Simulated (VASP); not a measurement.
Input of a VASP 6.6.1 run:

INCAR

```
SYSTEM = WC
ALGO = Normal
EDIFF = 1E-6
ENCUT = 520
GGA = PE
ISIF = 2
ISMEAR = -1
LASPH = .TRUE.
LCHARG = .FALSE.
LREAL = .FALSE.
LWAVE = .FALSE.
NBANDS = 16
NELM = 100
PREC = Accurate
SIGMA = 0.05
```

The input KPOINTS:

```
k-points
0
G
  10 10 9
  0 0 0
```

The input POSCAR:

```
WC
1.0
    2.9635046684      0.0000000000      0.0000000000
   -1.4817523342      2.5664703270      0.0000000000
    0.0000000000      0.0000000000      2.8922337321
W C
1 1
Direct
    0.0000000000      0.0000000000      0.0000000000
    0.6666666667      0.3333333333      0.5000000000
```

Potentials or basis: VASP PAW PBE potentials, release 64 (W_sv, C).

Launch:

```console
$ cat potpaw_PBE.64/W_sv/POTCAR potpaw_PBE.64/C/POTCAR > POTCAR
$ mpirun -np 1 vasp_std > vasp.out
```

Problem. What does it give for the band gap on the k mesh?

Solution. Zero (band 9 reaches 10.89 eV, above the bottom of band 10 at 9.78 eV).

Problem. What does it give for the pressure?

Solution. -14.7 GPa.

Stress tensor (GPa, compression positive):
```
-13.44   0.00   0.00
  0.00 -13.44   0.00
  0.00   0.00 -17.30
```

Caveat: spin-orbit coupling is left out, which moves the levels of the heavy elements.
